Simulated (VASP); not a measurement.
# Ta2Si2Ge (P-6m2) in VASP: a series of runs, part 3 of 3

VASP 6.6.1. Earlier steps stand in the parts before.

**4. Relaxation of cell and atoms, PBE**

The input, INCAR:

```
PREC = Accurate
ENCUT = 600
EDIFF = 1E-6
ISMEAR = 0
SIGMA = 0.1
LREAL = False
LASPH = True
NELM = 80
ALGO = Normal
ISIF = 3
LWAVE = False
LCHARG = False
GGA = PE
IBRION = 2
NSW = 100
EDIFFG = -0.01
```

The input, KPOINTS:

```
regular mesh
0
Gamma
  12 12 4
```

The input, POSCAR:

```
Ta2Si2Ge
1.0
    2.9721649537      0.0000000000      0.0000000000
   -1.4860824768      2.5739703541      0.0000000000
    0.0000000000      0.0000000000     11.5851044029
Ta Si Ge
2 2 1
Direct
    0.3333333333      0.6666666667      0.2253921249
    0.3333333333      0.6666666667      0.7746078751
    0.6666666667      0.3333333333      0.4006542690
    0.6666666667      0.3333333333      0.5993457310
    0.3333333333      0.6666666667      0.0000000000
```

Potentials or basis: VASP PAW PBE potentials, release 64 (Ta_pv, Si, Ge_d).

On the command line:

```sh
$ cat potpaw_PBE.64/Ta_pv/POTCAR potpaw_PBE.64/Si/POTCAR potpaw_PBE.64/Ge_d/POTCAR > POTCAR
$ mpirun -np 1 vasp_std > vasp.out
```

OUTCAR:

```text
PREC = Accurate
   ENCUT = 600
   EDIFF = 1E-6
   ISMEAR = 0
   LREAL = False
   LASPH = True
   NELM = 80
   ISIF = 3
   GGA = PE
   IBRION = 2
   NSW = 100
   EDIFFG = -0.01

 ion  position               nearest neighbor table
   1  0.333  0.667  0.225-   5 2.61   3 2.66   3 2.66   3 2.66
   2  0.333  0.667  0.775-   5 2.61   4 2.66   4 2.66   4 2.66
   3  0.667  0.333  0.401-   4 2.30   1 2.66   1 2.66   1 2.66
   4  0.667  0.333  0.599-   3 2.30   2 2.66   2 2.66   2 2.66
   5  0.333  0.667  0.000-   1 2.61   2 2.61

  LATTYP: Found a hexagonal cell.
 ALAT       =     2.9721649537
 C/A-ratio  =     3.8978672393

  Lattice vectors:

 A1 = (   2.9721649537,   0.0000000000,   0.0000000000)
 A2 = (  -1.4860824768,   2.5739703541,   0.0000000000)
 A3 = (   0.0000000000,   0.0000000000,  11.5851044029)

Analysis of symmetry for initial positions (statically):
=====================================================================
 Subroutine PRICEL returns:
 Original cell was already a primitive cell.

 Routine SETGRP: Setting up the symmetry group for a
 hexagonal supercell.

 Subroutine GETGRP returns: Found 12 space group operations
 (whereof 12 operations were pure point group operations)
 out of a pool of 24 trial point group operations.

The static configuration has the point symmetry D_3h.

Analysis of symmetry for dynamics (positions and initial velocities):
=====================================================================
 Subroutine PRICEL returns:
 Original cell was already a primitive cell.

 Routine SETGRP: Setting up the symmetry group for a
 hexagonal supercell.

 Subroutine GETGRP returns: Found 12 space group operations
 (whereof 12 operations were pure point group operations)
 out of a pool of 24 trial point group operations.

The dynamic configuration has the point symmetry D_3h.

 Subroutine INISYM returns: Found 12 space group operations
[... 128 lines left out ...]
   GGA     = PE    functional components
   LHFCALC =     F    Hartree Fock is set to
   AEXX    =    0.0000 exact exchange contribution
   IVDW    =     0    specifies the selected vdW correction
   LEPSILON=     F    determine dielectric tensor
   LRPA    =     F    only Hartree local field effects (RPA)
 conjugate gradient relaxation of ions
 non-spin polarized calculation
 Gauss-broadening in eV      SIGMA  =   0.10
  energy-cutoff  :      600.00
  volume of cell :       88.63
 maximum number of plane-waves:      3000
 NGX is ok and might be reduce to    24
   NGX = 11   NGY = 11   NGZ = 47

--------------------------------------- Ionic step        1  -------------------------------------------

 number of electron      43.9999997 magnetization

 Free energy of the ion-electron system (eV)
  ---------------------------------------------------
  ext. energy  EPLUGINS =         0.00000000
  ---------------------------------------------------
  free energy    TOTEN  =       -37.63078855 eV

  energy without entropy =      -37.60088994  energy(sigma->0) =      -37.61583925

------------------------ aborting loop because EDIFF is reached ----------------------------------------

  FORCE on cell =-STRESS in cart. coord.  units (eV):
  Direction    XX          YY          ZZ          XY          YZ          ZX
  --------------------------------------------------------------------------------------
  -------------------------------------------------------------------------------------
  Total       -0.1177303     -0.1177303      0.8532446     -0.0000000      0.0000000     -0.0000000
  in kB       -2.1282488     -2.1282488     15.4243796     -0.0000000      0.0000000     -0.0000000
  external PRESSURE =       3.7226273 kB  Pullay stress =       0.0000000 kB
[... 260 lines left out ...]
--------------------------------------- Ionic step        8  -------------------------------------------

 number of electron      44.0000001 magnetization

 Free energy of the ion-electron system (eV)
  ---------------------------------------------------
  ext. energy  EPLUGINS =         0.00000000
  ---------------------------------------------------
  free energy    TOTEN  =       -37.63780338 eV

  energy without entropy =      -37.60987129  energy(sigma->0) =      -37.62383733

 E-fermi :   7.0752     XC(G=0): -11.5084

 val. band max:        7.0622456152   @ k =   0.2500   0.0833   0.2500
 cond. band min:       7.0767584095   @ k =   0.3333   0.0833   0.0000
 fundamental gap:      0.0145127943
 Fermi energy:         7.0752340537

 k-point     1 :       0.0000    0.0000    0.0000
  band No.  band energies     occupation
      1     -27.5784      2.00000
      2     -27.5734      2.00000
      3     -26.9226      2.00000
      4     -26.9226      2.00000
      5     -26.9225      2.00000
      6     -26.9225      2.00000
[... 685 lines left out ...]
     25       8.3862      0.00000
     26       8.9265      0.00000

 [... further k-points ...]

------------------------ aborting loop because EDIFF is reached ----------------------------------------

  FORCE on cell =-STRESS in cart. coord.  units (eV):
  Direction    XX          YY          ZZ          XY          YZ          ZX
  --------------------------------------------------------------------------------------
  -------------------------------------------------------------------------------------
  Total       -0.0065586     -0.0065586     -0.0219958     -0.0000000     -0.0000000      0.0000000
  in kB       -0.1186212     -0.1186212     -0.3978227     -0.0000000     -0.0000000      0.0000000
  external PRESSURE =      -0.2116884 kB  Pullay stress =       0.0000000 kB
[... 20 lines left out ...]
  FREE ENERGIE OF THE ION-ELECTRON SYSTEM (eV)
  ---------------------------------------------------
  free  energy   TOTEN  =       -37.6378033762 eV

  energy  without entropy=      -37.6098712878  energy(sigma->0) =      -37.62383733

 reached required accuracy - stopping structural energy minimisation
```

OSZICAR:

```text
N       E                     dE             d eps       ncg     rms          rms(c)
DAV:   1     0.406855871608E+03    0.40686E+03   -0.24760E+04  3358   0.313E+03
DAV:   2     0.664033917819E+01   -0.40022E+03   -0.39415E+03  3044   0.736E+02
DAV:   3    -0.366996113948E+02   -0.43340E+02   -0.42078E+02  3586   0.153E+02
DAV:   4    -0.388174337689E+02   -0.21178E+01   -0.20252E+01  3828   0.306E+01
[... 60 lines left out ...]
DAV:   2    -0.376378495796E+02    0.12312E-03   -0.10191E-03  3822   0.269E-01    0.365E-02
DAV:   3    -0.376378175052E+02    0.32074E-04   -0.17902E-04  3688   0.850E-02    0.202E-02
DAV:   4    -0.376378059473E+02    0.11558E-04   -0.29932E-05  4064   0.468E-02    0.961E-03
DAV:   5    -0.376378042955E+02    0.16518E-05   -0.24362E-06  2536   0.144E-02    0.582E-03
DAV:   6    -0.376378033762E+02    0.91928E-06   -0.81497E-07  1650   0.808E-03
   8 F= -.37637803E+02 E0= -.37623837E+02  d E =-.610293E-04
```

Wall time 12 min (1 thread of AMD EPYC 7R43 (Zen 3), shared host); peak memory 0.31 GiB.

Results:

```
Free energy                            : -37.6378 eV
Relaxed volume                         : 17.72 Å³/atom
Relaxed cell                           : a = 2.963 Å, b = 2.963 Å, c = 11.647 Å, α = 90.00°, β = 90.00°, γ = 120.00°
Space group after relaxing (to 0.05 Å) : P-6m2 (No. 187)
Energy gained by relaxing              : 1.4 meV/atom
Ionic steps                            : 8
Pressure after relaxing                : 0.0 GPa
Largest force after relaxing           : 0.004 eV/Å
Band gap on the k mesh                 : zero (band 22 reaches 8.24 eV, above the bottom of band 23 at 6.14 eV)
```

Forces in eV/Å, atoms in the order of the input:
```
Ta   0.000  0.000 -0.002
Ta   0.000  0.000  0.002
Si   0.000  0.000 -0.004
Si   0.000  0.000  0.004
Ge   0.000  0.000  0.000
```

Step by step:
| step | energy change (eV) | largest force (eV/Å) | pressure (GPa) | volume (Å³) |
| --- | --- | --- | --- | --- |
| 1 | 0.0000 | 0.1923 | 0.37 | 88.63 |
| 2 | -0.0036 | 0.1156 | -0.88 | 89.16 |
| 3 | -0.0041 | 0.1343 | -0.63 | 89.02 |
| 4 | -0.0065 | 0.0574 | 0.16 | 88.43 |
| 5 | -0.0065 | 0.0578 | 0.14 | 88.44 |
| 6 | -0.0069 | 0.0404 | 0.02 | 88.53 |
| 7 | -0.0070 | 0.0367 | 0.04 | 88.52 |
| 8 | -0.0070 | 0.0035 | -0.02 | 88.58 |

Final structure:
```
Ta Si Ge
1.0
     2.96347    0.00000    0.00000
    -1.48173    2.56644    0.00000
     0.00000    0.00000   11.64741
Ta Si Ge
2 2 1
Direct
  0.33333 0.66667 0.22348
  0.33333 0.66667 0.77652
  0.66667 0.33333 0.40028
  0.66667 0.33333 0.59972
  0.33333 0.66667 0.00000
```

Levels at points of the mesh, in eV from the Fermi level:
```
           k point  band 18  band 19  band 20  band 21  band 22  band 23  band 24  band 25  band 26
(0.00, 0.00, 0.00)    -2.88     0.37     0.37     0.38     0.38     2.22     2.68     2.68     2.86
(0.50, 0.00, 0.00)    -3.90    -2.73    -2.42    -0.99    -0.67     0.63     1.03     1.05     2.30
(0.00, 0.00, 0.50)    -2.84     0.37     0.37     0.38     0.38     1.76     2.72     2.72     2.82
(0.50, 0.00, 0.50)    -4.16    -2.74    -2.73    -1.48    -0.06     0.76     0.86     1.25     2.36
```

Caveat: spin-orbit coupling is left out, which moves the levels of the heavy elements.

**5. The runs side by side**

| task | cell | k mesh | cutoff (eV) | gap on the mesh (eV) | pressure (GPa) | relaxed volume (Å³/atom) | largest force (eV/Å) |
| --- | --- | --- | --- | --- | --- | --- | --- |
| single point | a = 2.963, b = 2.963, c = 11.644 Å, angles 90.0, 90.0, 120.0°, 5 atoms | 12 × 12 × 4 | 520 | none | 0.0 | - | 0.02 |
| relaxation of cell and atoms | relaxed from a = 3.625, b = 3.625, c = 7.519 Å, angles 90.0, 90.0, 120.0°, 5 atoms | 6 × 6 × 2 | 600 | - | -0.2 | 24.79 | 0.03 |
| relaxation of cell and atoms | relaxed from a = 2.972, b = 2.972, c = 11.585 Å, angles 90.0, 90.0, 120.0°, 5 atoms | 12 × 12 × 4 | 600 | none | 0.0 | 17.72 | - |

Alike in all rows: level PBE; potentials or basis VASP PAW PBE potentials, release 64 (Ta_pv, Si, Ge_d); no spin polarisation; smearing gaussian 0.1 eV.

Caveats: some runs use coarse meshes; spin-orbit coupling is left out, which moves the levels of the heavy elements; the volume moved by over 15 % at a fixed basis, so the end points are rough (some runs).

Total energies depend on the potentials used, so only differences within one code and one set of settings carry meaning.
